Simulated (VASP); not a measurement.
# Al: single point with PBE

System: Al, a slab with vacuum.

```xyz
18
Lattice="5.7071 0.0000 0.0000 -1.4268 9.7015 0.0000 0.0000 0.0000 22.7904" Properties=species:S:1:pos:R:3 pbc="T T T"
Al    1.4268    0.6295    4.0000
Al    4.2803    0.6295    4.0000
Al    1.4268    3.3172    4.9957
Al    4.2803    3.3172    4.9957
Al    0.0000    5.7950    5.1949
Al    2.8535    5.7950    5.1949
Al    1.4268    8.2728    5.3940
Al    4.2803    8.2728    5.3940
Al    0.0003    1.2390    6.4001
Al    2.8538    1.2390    6.4001
Al   -0.0072    3.9216    7.5233
Al    2.8463    3.9216    7.5233
Al    1.4238    6.3997    7.6799
Al    4.2774    6.3997    7.6799
Al   -0.0083    8.8388    7.8610
Al    2.8452    8.8388    7.8610
Al    1.4319    1.7599    8.7904
Al    4.2854    1.7599    8.7904
```

```json
{"Program": "VASP 6.6.1", "Task": "single point", "Functional": "PBE", "Potentials or basis": "VASP PAW PBE potentials, release 64 (Al)", "Cutoff": "520 eV", "k mesh": "5 × 3 × 1", "Occupations": "gaussian, width 0.1 eV", "Spin": "no spin polarisation", "Dipole correction": "yes", "Further INCAR settings": "LREAL = Auto; ALGO = Normal; EDIFF = 1e-06; NBANDS = 42"}
```

```json
{
 "Largest force": "0.159 eV/Å",
 "Band gap on the k mesh": "zero (bands 27 and 28 overlap by 0.73 eV)"
}
```

Forces on the atoms (eV/Å):
```
Al  -0.006  0.156  0.034
Al  -0.006  0.156  0.034
Al   0.006  0.035  0.062
Al   0.006  0.035  0.062
Al  -0.001 -0.073  0.030
Al  -0.001 -0.073  0.030
Al   0.002 -0.100 -0.119
Al   0.002 -0.100 -0.119
Al   0.000  0.009 -0.002
Al   0.000  0.009 -0.002
Al   0.004 -0.011 -0.001
Al   0.004 -0.011 -0.001
Al  -0.004 -0.009 -0.004
Al  -0.004 -0.009 -0.004
Al  -0.003  0.000  0.001
Al  -0.003  0.000  0.001
Al   0.002 -0.006 -0.001
Al   0.002 -0.006 -0.001
```

Levels at points of the mesh, in eV from the Fermi level:
| k point | band 24 | band 25 | band 26 | band 27 | band 28 | band 29 | band 30 | band 31 |
| --- | --- | --- | --- | --- | --- | --- | --- | --- |
| (0.00, 0.00, 0.00) | -1.12 | -1.08 | -0.94 | -0.63 | -0.58 | -0.27 | 0.11 | 0.90 |

It took 53 min on 1 thread of Intel Xeon 8259CL (shared host), peak memory 1.2 GiB.
